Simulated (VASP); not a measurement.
Write the native input for VASP 6.6.1 that does the following.

| Quantity | Value |
| --- | --- |
| Task | single point |
| Functional | PBE |
| Potentials or basis | VASP PAW PBE potentials, release 64 (Li_sv, Sn_d) |
| Cutoff | 520 eV |
| k mesh | 18 × 18 × 8 |
| Occupations | gaussian, width 0.1 eV |
| Spin | no spin polarisation |
| Dipole correction | no |
| Further INCAR settings | ALGO = Fast; EDIFF = 1e-07; NBANDS = 17 |

The structure of Li2Sn lies in POSCAR:

```
Li2Sn
1.0
    3.2550826334      0.0000000000      0.0000000000
   -1.6275413167      2.8189842520      0.0000000000
    0.0000000000      0.0000000000      7.1817239253
Li Sn
2 1
Direct
    0.3333333333      0.6666666667      0.8169138092
    0.6666666667      0.3333333333      0.1830861908
    0.0000000000      0.0000000000      0.5000000000
```

One way to write it, as run:

INCAR

```
PREC = Accurate
ENCUT = 520
EDIFF = 1E-7
ISMEAR = 0
SIGMA = 0.1
LREAL = False
LASPH = True
NELM = 60
ALGO = Fast
ISIF = 2
LWAVE = False
LCHARG = False
GGA = PE
NBANDS = 17
```

KPOINTS

```
Automatic mesh
0
Gamma
  18 18 8
```

Potentials or basis: VASP PAW PBE potentials, release 64 (Li_sv, Sn_d).

Command:

```console
$ cat potpaw_PBE.64/Li_sv/POTCAR potpaw_PBE.64/Sn_d/POTCAR > POTCAR
$ mpirun -np 1 vasp_std > vasp.out
```

It gave:

The band gap on the k mesh is zero (band 10 reaches 4.25 eV, above the bottom of band 11 at 3.24 eV).

Caveat: spin-orbit coupling is left out, which moves the levels of the heavy elements.

Run time: 5.6 min on 1 thread of Intel Xeon 6975P-C, on a shared host, peak memory 0.39 GiB.
